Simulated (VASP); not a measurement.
A run of VASP 6.6.1 is set up as follows.

The input POSCAR:

```
YMg7
1.0
    6.6006250512      0.0000000000      0.0000000000
   -3.3003125256      5.7163089752      0.0000000000
    0.0000000000      0.0000000000      5.1544222946
Y Mg
1 7
Direct
    0.0000000000      0.0000000000      0.0000000000
    0.0078813314      0.5039406657      0.0000000000
    0.4960593343      0.9921186686      0.0000000000
    0.4960593343      0.5039406657      0.0000000000
    0.1700708785      0.8299291215      0.5000000000
    0.1700708785      0.3401417570      0.5000000000
    0.6598582430      0.8299291215      0.5000000000
    0.6666666667      0.3333333333      0.5000000000
```

Contents of INCAR.step1:

```
SYSTEM = YMg7
ALGO = Normal
EDIFF = 1E-4
ENCUT = 520
GGA = PE
ISMEAR = 0
LASPH = .True.
LCHARG = .False.
LREAL = .False.
LWAVE = .True.
NBANDS = 22
NELM = 100
PREC = Accurate
SIGMA = 0.1
```

INCAR.step2

```
SYSTEM = YMg7
ALGO = Normal
EDIFF = 1E-6
ENCUT = 520
ISIF = 2
ISMEAR = 0
ISTART = 1
LASPH = .True.
LCHARG = .True.
LELF = .True.
LMIXTAU = .True.
LREAL = .False.
LVHAR = .True.
LWAVE = .False.
METAGGA = R2SCAN
NBANDS = 22
NELM = 100
PREC = Accurate
SIGMA = 0.1
```

KPOINTS

```
k-points
0
Gamma
  6 6 8
  0 0 0
```

Potentials or basis: VASP PAW PBE potentials, release 64 (Y_sv, Mg).

The run is started by

```console
$ cat potpaw_PBE.64/Y_sv/POTCAR potpaw_PBE.64/Mg/POTCAR > POTCAR
$ cp INCAR.step1 INCAR
$ mpirun -np 1 vasp_std > vasp.out
$ cp INCAR.step2 INCAR
$ mpirun -np 1 vasp_std > vasp.out
```

Q: Predict the largest force.

A: 0.006 eV/Å.

Q: What does it give for the pressure?

A: -0.2 GPa.

Forces on the atoms (eV/Å):
```
Y    0.000  0.000  0.000
Mg  -0.002 -0.001  0.000
Mg   0.000  0.002  0.000
Mg   0.002 -0.001  0.000
Mg   0.005 -0.003  0.000
Mg   0.000  0.006  0.000
Mg  -0.005 -0.003  0.000
Mg   0.000  0.000  0.000
```

Caveat: the PAW data sets were made with another functional, which shifts forces and pressure a little.
